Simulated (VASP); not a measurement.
# Ge (Fd-3m) in VASP: notebook, part 2 of 2

VASP 6.6.1. Earlier steps stand in the parts before.

### Step 4. Single point, PBEsol

This run uses another cell than the first one, of 22.86 Å³/atom, 1.010 times its volume.

Contents of INCAR:

```
SYSTEM = Ge
  PREC = Accurate
  ENCUT = 520
  EDIFF = 1E-7
  ISMEAR = 0
  SIGMA = 0.1
  LREAL = .False.
  LASPH = .True.
  NELM = 60
  ALGO = Normal
  ISIF = 2
  LWAVE = .False.
  LCHARG = .False.
  GGA = PS
  NBANDS = 21
```

Contents of KPOINTS:

```
Automatic mesh
0
Gamma
  6 6 6
  0 0 0
```

Contents of POSCAR:

```
Ge
1.0
    0.0000000000      2.8378823614      2.8378823614
    2.8378823614      0.0000000000      2.8378823614
    2.8378823614      2.8378823614      0.0000000000
Ge
2
Direct
    0.0000000000      0.0000000000      0.0000000000
    0.2500000000      0.2500000000      0.2500000000
```

Potentials or basis: VASP PAW PBE potentials, release 64 (Ge_d).

Command:

```bash
$ cat potpaw_PBE.64/Ge_d/POTCAR > POTCAR
$ mpirun -np 1 vasp_std > vasp.out
```

OUTCAR:

```text
SYSTEM = Ge
   PREC = Accurate
   ENCUT = 520
   EDIFF = 1E-7
   ISMEAR = 0
   LREAL = .False.
   LASPH = .True.
   NELM = 60
   ISIF = 2
   GGA = PS

 ion  position               nearest neighbor table
   1  0.000  0.000  0.000-   2 2.46   2 2.46   2 2.46   2 2.46
   2  0.250  0.250  0.250-   1 2.46   1 2.46   1 2.46   1 2.46

  LATTYP: Found a face centered cubic cell.
 ALAT       =     5.6757647228

  Lattice vectors:

 A1 = (   0.0000000000,   2.8378823614,   2.8378823614)
[... 561 lines left out ...]

------------------------ aborting loop because EDIFF is reached ----------------------------------------

  FORCE on cell =-STRESS in cart. coord.  units (eV):
  Direction    XX          YY          ZZ          XY          YZ          ZX
  --------------------------------------------------------------------------------------
  -------------------------------------------------------------------------------------
  Total        0.0062035      0.0062035      0.0062035      0.0000000      0.0000000      0.0000000
  in kB        0.2174376      0.2174376      0.2174376      0.0000000      0.0000000      0.0000000
  external PRESSURE =       0.2174376 kB  Pullay stress =       0.0000000 kB

 VOLUME and BASIS-vectors are now :
 -----------------------------------------------------------------------------
  energy-cutoff  :      520.00
  volume of cell :       45.71
      direct lattice vectors                 reciprocal lattice vectors
     0.000000000  2.837882361  2.837882361    -0.176187712  0.176187712  0.176187712
     2.837882361  0.000000000  2.837882361     0.176187712 -0.176187712  0.176187712
     2.837882361  2.837882361  0.000000000     0.176187712  0.176187712 -0.176187712

 POSITION                                       TOTAL-FORCE (eV/Angst)
 -----------------------------------------------------------------------------------
      0.00000      0.00000      0.00000        -0.000000     -0.000000     -0.000000
      1.41894      1.41894      1.41894         0.000000      0.000000      0.000000
 -----------------------------------------------------------------------------------
    total drift:                                0.000000      0.000000      0.000000

  FREE ENERGIE OF THE ION-ELECTRON SYSTEM (eV)
  ---------------------------------------------------
  free  energy   TOTEN  =        -9.8285041582 eV

  energy  without entropy=       -9.8271177170  energy(sigma->0) =       -9.82781094
```

stdout:

```text
POSCAR found type information on POSCAR Ge
 POSCAR found :  1 types and       2 ions
 scaLAPACK will be used
 -----------------------------------------------------------------------------
|                                                                             |
|                                                                             |
|     You enforced a specific xc type in the INCAR file but a different       |
|     I HOPE YOU KNOW WHAT YOU ARE DOING!                                     |
|                                                                             |
 -----------------------------------------------------------------------------

 LDA part: xc-table for (Slater+PW92), standard interpolation
 POSCAR, INCAR and KPOINTS ok, starting setup
 FFT: planning ... GRIDC
 FFT: planning ... GRID_SOFT
 FFT: planning ... GRID
 WAVECAR not read
 entering main loop
```

Run time: 33 s. Hardware: 1 thread of AMD EPYC 7R13, shared host; peak memory 0.16 GiB.

Results:

- Free energy: -9.8285 eV
- Pressure: 0.0 GPa
- Band gap on the k mesh: zero (filled and empty bands touch)

Levels at points of the mesh, in eV from the Fermi level:
| k point | band 10 | band 11 | band 12 | band 13 | band 14 | band 15 | band 16 | band 17 | band 18 | band 19 |
| --- | --- | --- | --- | --- | --- | --- | --- | --- | --- | --- |
| (0.00, 0.00, 0.00) | -24.50 | -12.73 | -0.10 | -0.01 | -0.01 | -0.01 | 2.52 | 2.52 | 2.52 | 6.19 |
| (0.50, 0.00, 0.00) | -24.47 | -10.66 | -7.59 | -1.40 | -1.40 | 0.08 | 3.70 | 3.70 | 6.95 | 10.36 |
| (0.50, 0.50, 0.00) | -24.46 | -8.87 | -8.87 | -3.06 | -3.06 | 0.67 | 0.67 | 9.40 | 9.40 | 11.41 |

Caveat: the PAW data sets were made with another functional, which shifts forces and pressure a little.

### Step 5. Summary

```tsv
cell	k mesh	gap on the mesh (eV)	pressure (GPa)
a = 4.001 Å, angles 60.0°, 2 atoms	6 × 6 × 6	none	0.6
a = 4.013 Å, angles 60.0°, 2 atoms	14 × 14 × 14	none	-0.4
a = 4.013 Å, angles 60.0°, 2 atoms	6 × 6 × 6	none	0.0
```

Alike in all rows: task single point; level PBEsol; potentials or basis VASP PAW PBE potentials, release 64 (Ge_d); no spin polarisation; cutoff (eV) 520; smearing gaussian 0.1 eV.

Caveats: the PAW data sets were made with another functional, which shifts forces and pressure a little.

Total energies depend on the potentials used, so only differences within one code and one set of settings carry meaning.

### Step 6. How close it comes

Step 2. Against the measured gap of Ge, 0.807 eV (direct; 300 K; “Electronic and optical properties of SixGe1-x-ySny alloys lattice-matched to Ge”, 2021, arxiv:2109.02782), the calculated 0.00 eV is off by -0.81 eV. 3 values of this kind are on record (0.666 to 0.807 eV); this one was drawn at random among those near their median. Spin-orbit coupling on Ge is left out. The value is that of PBEsol on a finite k mesh, which can miss the band edges, without temperature or zero-point motion. Semilocal functionals fall short of measured gaps as a rule.

Step 3. Against the measured gap of Ge, 0.807 eV (direct; 300 K; “Electronic and optical properties of SixGe1-x-ySny alloys lattice-matched to Ge”, 2021, arxiv:2109.02782), the calculated 0.00 eV is off by -0.81 eV. 3 values of this kind are on record (0.666 to 0.807 eV); this one was drawn at random among those near their median. Spin-orbit coupling on Ge is left out. The value is that of PBEsol on a finite k mesh, which can miss the band edges, without temperature or zero-point motion. Semilocal functionals fall short of measured gaps as a rule.

Step 4. Measured gap of Ge: 0.744 eV (indirect; 0 K; “Temperature-dependent photoluminescence in Ge: experiment and theory”, 2020, arxiv:2003.00143). This calculation gives 0.00 eV (-0.74 eV). 3 values of this kind are on record (0.666 to 0.807 eV); this one was drawn at random among those near their median. Spin-orbit coupling on Ge is left out. The value is that of PBEsol on a finite k mesh, which can miss the band edges, without temperature or zero-point motion. Semilocal functionals fall short of measured gaps as a rule.
